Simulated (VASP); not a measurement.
Write the native input for VASP 6.6.1 that does the following.

| Item | Value |
| --- | --- |
| Task | single point |
| Functional | LDA |
| Potentials or basis | VASP PAW LDA potentials, release 64 (Zn, Co) |
| Cutoff | 520 eV |
| k mesh | 14 × 14 × 8 |
| Occupations | fermi-dirac, width 0.1 eV |
| Spin | collinear spin, ferromagnetic start |
| Starting moments | [0.0, 2.0] μB |
| Dipole correction | no |
| Further INCAR settings | ALGO = Normal; EDIFF = 1e-07; NBANDS = 22 |

The structure of ZnCo lies in POSCAR:

```
ZnCo
1.0
    2.6072238118      0.0000000000      0.0000000000
   -1.3036119059      2.2579220543      0.0000000000
    0.0000000000      0.0000000000      4.1716830000
Zn Co
1 1
Direct
    0.6666666667      0.3333333333      0.0000000000
    0.0000000000      0.0000000000      0.5000000000
```

These files were run (other wordings do the same):

INCAR

```
SYSTEM = ZnCo
PREC     = Accurate       ! precision mode
ENCUT    = 520            ! plane-wave cutoff, eV
EDIFF    = 1E-7           ! SCF threshold, eV
ISMEAR   = -1             ! smearing method
SIGMA    = 0.1            ! smearing width, eV
LREAL    = .False.        ! projectors in reciprocal space
LASPH    = .True.         ! aspherical terms in the spheres
NELM     = 150            ! most SCF steps
ALGO     = Normal         ! electronic algorithm
ISIF     = 2              ! what is computed and relaxed
LWAVE    = .False.        ! write WAVECAR
LCHARG   = .True.         ! write CHGCAR
ISPIN    = 2              ! spin polarisation
MAGMOM   = 0 2            ! initial moments
LORBIT   = 11             ! projections on sites
LMAXMIX  = 4              ! l up to which the mixer works
GGA      = CA             ! functional
LELF     = .True.         ! ELF
LVHAR    = .True.       
NBANDS   = 22             ! bands
```

KPOINTS

```
regular mesh
0
Gamma
  14 14 8
  0 0 0
```

Potentials or basis: VASP PAW LDA potentials, release 64 (Zn, Co).

Run with:

```sh
$ cat potpaw_LDA.64/Zn/POTCAR potpaw_LDA.64/Co/POTCAR > POTCAR
$ mpirun -np 1 vasp_std > vasp.out
```

Results of the run:

The pressure is -14.3 GPa and the net moment is 1.12 μB per cell. The site moments are Zn -0.03; Co +1.17 μB and the valence electrons inside the program's atomic spheres are Zn 10.93; Co 8.15.

Wall time 78 s on 1 thread of Intel(R) Xeon(R) Platinum 8488C (Sapphire Rapids), on a shared host, peak memory 0.21 GiB.
